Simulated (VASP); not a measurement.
# Si4Ru (F-43m) in VASP: notebook, part 2 of 2

VASP 6.6.1. The steps go on from the part before.

### Step 5. Single point, PBE, collinear spin, ferromagnetic start

Contents of INCAR:

```
SYSTEM = Si4Ru
  PREC = Accurate
  ENCUT = 520
  EDIFF = 1E-6
  ISMEAR = 0
  SIGMA = 0.1
  LREAL = .FALSE.
  LASPH = .TRUE.
  NELM = 150
  ALGO = Normal
  ISIF = 2
  LWAVE = .FALSE.
  LCHARG = .FALSE.
  ISPIN = 2
  MAGMOM = 0 0 0 0 1
  LORBIT = 11
  LMAXMIX = 4
  GGA = PE
  NBANDS = 27
```

Contents of KPOINTS:

```
regular mesh
0
G
  4 4 4
  0 0 0
```

Contents of POSCAR:

```
Si4Ru
1.0
    0.0000000000      3.4171255651      3.4171255651
    3.4171255651      0.0000000000      3.4171255651
    3.4171255651      3.4171255651      0.0000000000
Si Ru
4 1
Direct
    0.8755316635      0.3734050096      0.8755316635
    0.8755316635      0.8755316635      0.8755316635
    0.3734050096      0.8755316635      0.8755316635
    0.8755316635      0.8755316635      0.3734050096
    0.5000000000      0.5000000000      0.5000000000
```

Started as:

```sh
$ cat potpaw_PBE.64/Si/POTCAR potpaw_PBE.64/Ru_pv/POTCAR > POTCAR
$ mpirun -np 1 vasp_std > vasp.out
```

Wall time 48 s (1 thread of Intel Xeon 8259CL, shared host); peak memory 0.24 GiB.

Results (log left out):

```yaml
Free_energy: -28.2812 eV
Pressure: -0.5 GPa
Largest_force: 0.042 eV/Å
Band_gap_on_the_k_mesh: zero (filled and empty bands overlap)
Net_moment: 0.00 μB per cell
Valence_electrons_inside_the_program's_atomic_spheres: Si 1.62; Ru 12.46
```

Forces in eV/Å, atoms in the order of the input:
```
Si  -0.024  0.024 -0.024
Si   0.024  0.024  0.024
Si   0.024 -0.024 -0.024
Si  -0.024 -0.024  0.024
Ru   0.000  0.000  0.000
```

Levels at points of the mesh, in eV from the Fermi level:
Spin up:
```
           k point  band 12  band 13  band 14  band 15  band 16  band 17  band 18  band 19
(0.00, 0.00, 0.00)    -3.97    -3.97    -0.69     0.31     0.31     0.31     2.08     2.08
(0.50, 0.00, 0.00)    -2.08    -1.95    -0.20    -0.20    -0.10     1.32     1.32     2.01
(0.50, 0.50, 0.00)    -2.22    -2.20    -1.13     0.85     0.85     1.16     2.50     2.51
```
Spin down:
```
           k point  band 11  band 12  band 13  band 14  band 15  band 16  band 17  band 18  band 19  band 20
(0.00, 0.00, 0.00)    -4.67    -3.97    -3.97    -0.69     0.31     0.31     0.31     2.08     2.08     2.85
(0.50, 0.00, 0.00)    -2.08    -2.08    -1.95    -0.20    -0.20    -0.10     1.32     1.32     2.01     2.76
(0.50, 0.50, 0.00)    -2.22    -2.22    -2.20    -1.13     0.85     0.85     1.16     2.50     2.51     3.93
```

Caveat: the k points lie up to 0.40 Å⁻¹ apart, too coarse for converged energies and pressures of a metal.

### Step 6. Single point, PBE

Contents of INCAR:

```
  PREC = Accurate
  ENCUT = 520
  EDIFF = 1E-7
  ISMEAR = 0
  SIGMA = 0.1
  LREAL = False
  LASPH = True
  NELM = 100
  ALGO = Normal
  ISIF = 2
  LWAVE = False
  LCHARG = True
  GGA = PE
  LELF = True
  LVHAR = True
  NBANDS = 23
```

Contents of KPOINTS:

```
Automatic mesh
0
Gamma
  10 10 10
```

Contents of POSCAR:

```
Si4Ru
1.0
    0.0000000000      3.4149915358      3.4149915358
    3.4149915358      0.0000000000      3.4149915358
    3.4149915358      3.4149915358      0.0000000000
Si Ru
4 1
Direct
    0.8756508792      0.3730473623      0.8756508792
    0.8756508792      0.8756508792      0.8756508792
    0.3730473623      0.8756508792      0.8756508792
    0.8756508792      0.8756508792      0.3730473623
    0.5000000000      0.5000000000      0.5000000000
```

Potentials or basis: VASP PAW PBE potentials, release 64 (Si, Ru_pv).

Started as:

```sh
$ cat potpaw_PBE.64/Si/POTCAR potpaw_PBE.64/Ru_pv/POTCAR > POTCAR
$ mpirun -np 1 vasp_std > vasp.out
```

OUTCAR:

```text
PREC = Accurate
   ENCUT = 520
   EDIFF = 1E-7
   ISMEAR = 0
   LREAL = False
   LASPH = True
   NELM = 100
   ISIF = 2
   GGA = PE

 ion  position               nearest neighbor table
   1  0.876  0.373  0.876-   2 2.40   3 2.40   4 2.40   4 2.43   2 2.43   3 2.43   5 2.83   5 2.83
                             5 2.83
   2  0.876  0.876  0.876-   1 2.40   3 2.40   4 2.40   4 2.43   1 2.43   3 2.43   5 2.83   5 2.83
                             5 2.83
   3  0.373  0.876  0.876-   1 2.40   2 2.40   4 2.40   2 2.43   4 2.43   1 2.43   5 2.83   5 2.83
                             5 2.83
   4  0.876  0.876  0.373-   1 2.40   2 2.40   3 2.40   2 2.43   1 2.43   3 2.43   5 2.83   5 2.83
                             5 2.83
[... 830 lines left out ...]
  -------------------------------------------------------------------------------------
  Total       -0.0529383     -0.0529383     -0.0529383     -0.0000000      0.0000000     -0.0000000
  in kB       -1.0648339     -1.0648339     -1.0648339     -0.0000000      0.0000000     -0.0000000
  external PRESSURE =      -1.0648339 kB  Pullay stress =       0.0000000 kB

 VOLUME and BASIS-vectors are now :
 -----------------------------------------------------------------------------
  energy-cutoff  :      520.00
  volume of cell :       79.65
      direct lattice vectors                 reciprocal lattice vectors
     0.000000000  3.414991536  3.414991536    -0.146413247  0.146413247  0.146413247
     3.414991536  0.000000000  3.414991536     0.146413247 -0.146413247  0.146413247
     3.414991536  3.414991536  0.000000000     0.146413247  0.146413247 -0.146413247

 POSITION                                       TOTAL-FORCE (eV/Angst)
 -----------------------------------------------------------------------------------
      4.26429      5.98068      4.26429         0.002221     -0.002221      0.002221
      5.98068      5.98068      5.98068        -0.002221     -0.002221     -0.002221
      5.98068      4.26429      4.26429        -0.002221      0.002221      0.002221
      4.26429      4.26429      5.98068         0.002221      0.002221     -0.002221
      3.41499      3.41499      3.41499         0.000000      0.000000      0.000000
 -----------------------------------------------------------------------------------
    total drift:                               -0.000000     -0.000000     -0.000000

  FREE ENERGIE OF THE ION-ELECTRON SYSTEM (eV)
  ---------------------------------------------------
  free  energy   TOTEN  =       -28.2718839029 eV

  energy  without entropy=      -28.2498240344  energy(sigma->0) =      -28.26085397
```

stdout:

```text
POSCAR found type information on POSCAR SiRu
 POSCAR found :  2 types and       5 ions
 scaLAPACK will be used
 LDA part: xc-table for (Slater+PW92), standard interpolation
 POSCAR, INCAR and KPOINTS ok, starting setup
 FFT: planning ... GRIDC
 FFT: planning ... GRID_SOFT
 FFT: planning ... GRID
 WAVECAR not read
 entering main loop
```

It took 84 s on 1 thread of Intel Xeon 8259CL, shared host; peak memory 0.25 GiB.

Results:

```
Free energy            : -28.2719 eV
Pressure               : -0.1 GPa
Largest force          : 0.004 eV/Å
Band gap on the k mesh : zero (bands 15 and 16 overlap by 1.31 eV)
```

Forces in eV/Å, atoms in the order of the input:
```
Si   0.002 -0.002  0.002
Si  -0.002 -0.002 -0.002
Si  -0.002  0.002  0.002
Si   0.002  0.002 -0.002
Ru   0.000  0.000  0.000
```

Levels at points of the mesh, in eV from the Fermi level:
| k point | band 13 | band 14 | band 15 | band 16 | band 17 | band 18 |
| --- | --- | --- | --- | --- | --- | --- |
| (0.00, 0.00, 0.00) | -4.05 | -0.77 | 0.25 | 0.25 | 0.25 | 2.01 |
| (0.50, 0.00, 0.00) | -2.02 | -0.26 | -0.26 | -0.18 | 1.23 | 1.23 |
| (0.50, 0.50, 0.00) | -2.28 | -1.19 | 0.76 | 0.76 | 1.07 | 2.43 |

### Step 7. Overview

| task | spin | cell | k mesh | cutoff (eV) | gap on the mesh (eV) | pressure (GPa) | largest force (eV/Å) |
| --- | --- | --- | --- | --- | --- | --- | --- |
| single point | off | a = 4.833 Å, angles 60.0°, 5 atoms, atomic positions A | 4 × 4 × 4 | 520 | none | -0.5 | 0.04 |
| single point | off | a = 4.937 Å, angles 60.0°, 5 atoms, atomic positions B | 4 × 4 × 4 | 520 | none | -1.3 | 4.65 |
| relaxation of cell and atoms | off | relaxed from a = 4.937 Å, angles 60.0°, 5 atoms, atomic positions B | 4 × 4 × 4 | 600 | none | 0.0 | - |
| single point | collinear, ferromagnetic start | a = 4.833 Å, angles 60.0°, 5 atoms, atomic positions A | 4 × 4 × 4 | 520 | none | -0.5 | 0.04 |
| single point | off | a = 4.830 Å, angles 60.0°, 5 atoms, atomic positions C | 10 × 10 × 10 | 520 | none | -0.1 | - |

Alike in all rows: level PBE; potentials or basis VASP PAW PBE potentials, release 64 (Si, Ru_pv); smearing gaussian 0.1 eV.

Caveats: some runs use coarse meshes; forces of over 1 eV/Å act on the atoms, so gaps and moduli don't describe the material at rest (at least some runs).

Total energies depend on the potentials used, so only differences within one code and one set of settings carry meaning.
